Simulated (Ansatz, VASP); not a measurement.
# SrTl: VASP beside Ansatz

```xyz
2
Lattice="4.2336 0.0000 0.0000 0.0000 4.2336 0.0000 0.0000 0.0000 4.0320" Properties=species:S:1:pos:R:3 pbc="T T T"
Sr    0.0000    0.0000    0.0000
Tl    2.1168    2.1168    2.0160
```

Change from the starting cell: strain +0.050 along x and y, +0.000 along z, atoms carried along.

Alike in both runs: task single point; functional LDA; k mesh 12 × 12 × 12; occupations gaussian, width 0.15 eV; no spin polarisation.

|  | VASP | Ansatz |
| --- | --- | --- |
| version | VASP 6.6.1 | Ansatz 0.2.0 |
| potentials or method | VASP PAW LDA potentials, release 64 (Sr_sv, Tl_d), cutoff 520 eV | scalar-relativistic, plane waves, PAW |
| valence electrons in the cell | 23 | 23 |

|  | VASP | Ansatz | Ansatz less VASP |
| --- | --- | --- | --- |
| gap on the k mesh at the Fermi level (eV) | none | none | - |
| pressure (GPa) | -3.8 | -3.8 | -0.03 |
| traceless stress, the component that is largest in VASP (GPa) | 0.49 | 0.49 | -0.002 |

LDA's correlation is that of Perdew and Zunger in VASP and of Perdew and Wang (1992) in Ansatz. A gap of «none» marks a metal or a gap that the smearing closes.

Neither program's run includes spin-orbit coupling.
